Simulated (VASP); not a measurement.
# Re (P-3m1) in VASP: notebook, part 2 of 3

VASP 6.6.1. Earlier steps stand in the parts before.

### 3 Single point, PBEsol (atoms displaced along a vibrational mode)

Contents of INCAR:

```
SYSTEM = Re
PREC = Accurate
ENCUT = 560
EDIFF = 1E-6
ISMEAR = 0
SIGMA = 0.15
LREAL = .False.
LASPH = .True.
NELM = 120
ALGO = Normal
ISIF = 2
LWAVE = .False.
LCHARG = .False.
GGA = PS
NBANDS = 22
GGA_COMPAT = .False.
```

Contents of KPOINTS:

```
Automatic mesh
0
Gamma
  18 18 10
  0 0 0
```

Contents of POSCAR:

```
Re
1.0
    2.7502953086      0.0000000000      0.0000000000
   -1.3751476543      2.3818256051      0.0000000000
    0.0000000000      0.0000000000      4.4432902328
Re
2
Direct
    0.3333333333      0.6666666667      0.2031878430
    0.6666666667      0.3333333333      0.7968121570
```

Potentials or basis: VASP PAW PBE potentials, release 64 (Re_sv_GW).

The run is started by

```bash
$ cat potpaw_PBE.64/Re_sv_GW/POTCAR > POTCAR
$ mpirun -np 1 vasp_std > vasp.out
```

Wall time 3 min (1 thread of AMD EPYC 7R13 (Zen 3), shared host); peak memory 0.29 GiB.

It converged, with:

| Quantity | Value |
| --- | --- |
| Free energy | -29.0117 eV |
| Pressure | 30.7 GPa |
| Largest force | 6.913 eV/Å |
| Band gap on the k mesh | zero (bands 15 and 16 overlap by 2.88 eV) |

Forces on the atoms (eV/Å):
```
Re   0.000  0.000  6.913
Re   0.000  0.000 -6.913
```

Stress tensor (GPa, compression positive):
```
24.60  0.00  0.00
 0.00 24.60  0.00
 0.00  0.00 42.98
```

Levels at points of the mesh, in eV from the Fermi level:
```tsv
k point	band 11	band 12	band 13	band 14	band 15	band 16	band 17	band 18	band 19	band 20
(0.00, 0.00, 0.00)	-2.47	-2.47	-2.16	-2.16	-1.77	1.08	1.08	2.28	4.18	4.18
(0.50, 0.00, 0.00)	-5.24	-2.63	-1.57	-1.17	0.01	3.64	4.08	5.39	6.12	7.33
(0.00, 0.00, 0.50)	-4.11	-2.62	-2.62	-2.48	-2.48	0.32	2.12	2.12	4.09	4.09
(0.50, 0.00, 0.50)	-5.26	-2.77	-1.72	1.03	1.32	2.24	3.00	3.75	4.76	5.99
```

Caveat: the cell differs from its parent crystal (atoms displaced along a vibrational mode); the stress differs along the axes, from 25 to 43 GPa; the PAW data sets were made with another functional, which shifts forces and pressure a little; spin-orbit coupling is left out, which moves the levels of the heavy elements.

### 4 Single point, PBEsol (atoms displaced along a vibrational mode)

Contents of INCAR:

```
PREC     = Accurate       # precision mode
ENCUT    = 560            # plane-wave cutoff, eV
EDIFF    = 1E-6           # SCF threshold, eV
ISMEAR   = 0              # smearing method
SIGMA    = 0.15           # smearing width, eV
LREAL    = False          # projectors in reciprocal space
LASPH    = True           # aspherical terms in the spheres
NELM     = 120            # most SCF steps
ALGO     = Normal         # electronic algorithm
ISIF     = 2              # what is computed and relaxed
LWAVE    = False          # write WAVECAR
LCHARG   = False          # write CHGCAR
GGA      = PS             # functional
NBANDS   = 22             # bands
GGA_COMPAT= False
```

Contents of KPOINTS:

```
regular mesh
0
Gamma
  18 18 10
```

Contents of POSCAR:

```
Re
1.0
    2.7502953086      0.0000000000      0.0000000000
   -1.3751476543      2.3818256051      0.0000000000
    0.0000000000      0.0000000000      4.4432902328
Re
2
Direct
    0.3333333333      0.6666666667      0.2187843934
    0.6666666667      0.3333333333      0.7812156066
```

Potentials or basis: VASP PAW PBE potentials, release 64 (Re_sv_GW).

The run is started by

```bash
$ cat potpaw_PBE.64/Re_sv_GW/POTCAR > POTCAR
$ mpirun -np 1 vasp_std > vasp.out
```

OUTCAR:

```text
PREC = Accurate
   ENCUT = 560
   EDIFF = 1E-6
   ISMEAR = 0
   LREAL = False
   LASPH = True
   NELM = 120
   ISIF = 2
   GGA = PS

 ion  position               nearest neighbor table
   1  0.333  0.667  0.219-   2 2.51   2 2.51   2 2.51   2 2.96   2 2.96   2 2.96
   2  0.667  0.333  0.781-   1 2.51   1 2.51   1 2.51   1 2.96   1 2.96   1 2.96

  LATTYP: Found a hexagonal cell.
 ALAT       =     2.7502953086
 C/A-ratio  =     1.6155684151

  Lattice vectors:

 A1 = (   2.7502953086,   0.0000000000,   0.0000000000)
 A2 = (  -1.3751476543,   2.3818256051,   0.0000000000)
 A3 = (   0.0000000000,   0.0000000000,   4.4432902328)

Analysis of symmetry for initial positions (statically):
=====================================================================
 Subroutine PRICEL returns:
 Original cell was already a primitive cell.

 Routine SETGRP: Setting up the symmetry group for a
 hexagonal supercell.

 Subroutine GETGRP returns: Found 12 space group operations
 (whereof 12 operations were pure point group operations)
 out of a pool of 24 trial point group operations.

The static configuration has the point symmetry D_3d.

Analysis of symmetry for dynamics (positions and initial velocities):
=====================================================================
 Subroutine PRICEL returns:
 Original cell was already a primitive cell.

 Routine SETGRP: Setting up the symmetry group for a
 hexagonal supercell.

 Subroutine GETGRP returns: Found 12 space group operations
 (whereof 12 operations were pure point group operations)
 out of a pool of 24 trial point group operations.

The dynamic configuration has the point symmetry D_3d.

 Subroutine INISYM returns: Found 12 space group operations
 (whereof 12 operations are pure point group operations),
 and found     1 'primitive' translations

----------------------------------------------------------------------------------------

                                     Primitive cell
[... 108 lines left out ...]
   IALGO  =     38    algorithm
   IMIX   =      4    mixing-type and parameters
     AMIX     =   0.40;   BMIX     =  1.00
     AMIX_MAG =   1.60;   BMIX_MAG =  1.00
  volume/ion in A,a.u.               =      14.55        98.21
  Fermi-wavevector in a.u.,A,eV,Ry     =   1.653677  3.124996 37.207124  2.734646
  Thomas-Fermi vector in A             =   2.742074
   LORBIT       =      0    0 simple, 1 ext, 2 COOP (PROOUT), +10 PAW based schemes
   GGA     = PS    functional components
   LHFCALC =     F    Hartree Fock is set to
   AEXX    =    0.0000 exact exchange contribution
   IVDW    =     0    specifies the selected vdW correction
   LEPSILON=     F    determine dielectric tensor
   LRPA    =     F    only Hartree local field effects (RPA)
 non-spin polarized calculation
 Gauss-broadening in eV      SIGMA  =   0.15
  energy-cutoff  :      560.00
  volume of cell :       29.11
 maximum number of plane-waves:       892
 NGX is ok and might be reduce to    24
   NGX = 11   NGY = 11   NGZ = 17

 number of electron      30.0000002 magnetization

 Free energy of the ion-electron system (eV)
  ---------------------------------------------------
  ext. energy  EPLUGINS =         0.00000000
  ---------------------------------------------------
  free energy    TOTEN  =       -29.73436784 eV

  energy without entropy =      -29.72025617  energy(sigma->0) =      -29.72731201

 E-fermi :  12.9440     XC(G=0): -14.3631

 val. band max:       12.9396264734   @ k =   0.2222   0.0000   0.3000
 cond. band min:      12.9487647181   @ k =   0.3333   0.2778   0.0000
 fundamental gap:      0.0091382447
 Fermi energy:        12.9440226737

 k-point     1 :       0.0000    0.0000    0.0000
  band No.  band energies     occupation
      1     -66.8242      2.00000
      2     -66.6167      2.00000
      3     -29.3773      2.00000
      4     -28.2129      2.00000
      5     -28.2129      2.00000
      6     -27.9264      2.00000
[... 589 lines left out ...]
     21      22.8504      0.00000
     22      23.9687      0.00000

 [... further k-points ...]

------------------------ aborting loop because EDIFF is reached ----------------------------------------

  FORCE on cell =-STRESS in cart. coord.  units (eV):
  Direction    XX          YY          ZZ          XY          YZ          ZX
  --------------------------------------------------------------------------------------
  -------------------------------------------------------------------------------------
  Total        1.4489587      1.4489587      3.5768350      0.0000000      0.0000000     -0.0000000
  in kB       79.7577003     79.7577003    196.8863103      0.0000000      0.0000000     -0.0000000
  external PRESSURE =     118.8005703 kB  Pullay stress =       0.0000000 kB

 VOLUME and BASIS-vectors are now :
 -----------------------------------------------------------------------------
  energy-cutoff  :      560.00
  volume of cell :       29.11
      direct lattice vectors                 reciprocal lattice vectors
     2.750295309  0.000000000  0.000000000     0.363597319  0.209923010  0.000000000
    -1.375147654  2.381825605  0.000000000     0.000000000  0.419846020  0.000000000
     0.000000000  0.000000000  4.443290233     0.000000000  0.000000000  0.225058447

 POSITION                                       TOTAL-FORCE (eV/Angst)
 -----------------------------------------------------------------------------------
     -0.00000      1.58788      0.97212        -0.000000      0.000000      3.596651
      1.37515      0.79394      3.47117         0.000000      0.000000     -3.596651
 -----------------------------------------------------------------------------------
    total drift:                                0.000000     -0.000000      0.000000

  FREE ENERGIE OF THE ION-ELECTRON SYSTEM (eV)
  ---------------------------------------------------
  free  energy   TOTEN  =       -29.7343678440 eV

  energy  without entropy=      -29.7202561720  energy(sigma->0) =      -29.72731201
```

OSZICAR:

```text
N       E                     dE             d eps       ncg     rms          rms(c)
DAV:   1     0.291382814426E+03    0.29138E+03   -0.21723E+04 14896   0.151E+03
DAV:   2    -0.186454364370E+02   -0.31003E+03   -0.29807E+03 17868   0.439E+02
DAV:   3    -0.316415994617E+02   -0.12996E+02   -0.12880E+02 17740   0.842E+01
DAV:   4    -0.318018442744E+02   -0.16024E+00   -0.16022E+00 16166   0.931E+00
DAV:   5    -0.318038211202E+02   -0.19768E-02   -0.19768E-02 17938   0.925E-01    0.307E+02
DAV:   6    -0.300309975073E+02    0.17728E+01   -0.26648E+00 16392   0.118E+01    0.187E+02
DAV:   7    -0.298302603717E+02    0.20074E+00   -0.24951E+00 17440   0.109E+01    0.921E+01
DAV:   8    -0.298074868772E+02    0.22773E-01   -0.54218E-02 15068   0.227E+00    0.107E+02
DAV:   9    -0.297380300357E+02    0.69457E-01   -0.55669E-01 14520   0.737E+00    0.150E+01
DAV:  10    -0.297341126961E+02    0.39173E-02   -0.21168E-02 17660   0.126E+00    0.973E+00
DAV:  11    -0.297343145866E+02   -0.20189E-03   -0.19174E-03 14766   0.351E-01    0.267E+00
DAV:  12    -0.297343680145E+02   -0.53428E-04   -0.32921E-04 15948   0.154E-01    0.106E+00
DAV:  13    -0.297343773102E+02   -0.92957E-05   -0.20885E-05 17246   0.412E-02    0.826E-01
DAV:  14    -0.297343720187E+02    0.52915E-05   -0.12190E-05 15042   0.276E-02    0.592E-01
DAV:  15    -0.297343694626E+02    0.25561E-05   -0.17946E-06 15242   0.964E-03    0.263E-01
DAV:  16    -0.297343679818E+02    0.14807E-05   -0.50941E-07 10238   0.523E-03    0.205E-02
DAV:  17    -0.297343678440E+02    0.13783E-06   -0.17844E-08  7662   0.102E-03
   1 F= -.29734368E+02 E0= -.29727312E+02  d E =-.141117E-01
```

stdout:

```text
POSCAR found type information on POSCAR Re
 POSCAR found :  1 types and       2 ions
 scaLAPACK will be used
 -----------------------------------------------------------------------------
|                                                                             |
|                                                                             |
|     You enforced a specific xc type in the INCAR file but a different       |
|     I HOPE YOU KNOW WHAT YOU ARE DOING!                                     |
|                                                                             |
 -----------------------------------------------------------------------------

 LDA part: xc-table for (Slater+PW92), standard interpolation
 POSCAR, INCAR and KPOINTS ok, starting setup
 FFT: planning ... GRIDC
 FFT: planning ... GRID_SOFT
 FFT: planning ... GRID
 WAVECAR not read
 entering main loop
```

Run time: 2.4 min. Hardware: 1 thread of Intel Xeon Platinum 8488C (Sapphire Rapids), shared host; peak memory 0.32 GiB.

What came out:

* Free energy: -29.7344 eV
* Pressure: 11.9 GPa
* Largest force: 3.597 eV/Å
* Band gap on the k mesh: zero (bands 15 and 16 overlap by 3.05 eV)

Forces on the atoms (eV/Å):
```
Re   0.000  0.000  3.597
Re   0.000  0.000 -3.597
```

Levels at points of the mesh, in eV from the Fermi level:
| k point | band 12 | band 13 | band 14 | band 15 | band 16 | band 17 | band 18 | band 19 |
| --- | --- | --- | --- | --- | --- | --- | --- | --- |
| (0.00, 0.00, 0.00) | -1.86 | -1.58 | -1.35 | -1.35 | 0.81 | 0.81 | 1.53 | 3.90 |
| (0.50, 0.00, 0.00) | -2.13 | -1.52 | -1.13 | -0.21 | 4.02 | 4.38 | 5.16 | 6.29 |
| (0.00, 0.00, 0.50) | -2.03 | -2.03 | -1.88 | -1.88 | -0.59 | 2.26 | 2.26 | 3.64 |
| (0.50, 0.00, 0.50) | -3.14 | -0.86 | 1.11 | 1.25 | 1.82 | 3.82 | 4.17 | 4.73 |

Caveat: the cell differs from its parent crystal (atoms displaced along a vibrational mode); the stress differs along the axes, from 8 to 20 GPa; the PAW data sets were made with another functional, which shifts forces and pressure a little; spin-orbit coupling is left out, which moves the levels of the heavy elements.

(Continued in part 3 of 3.)
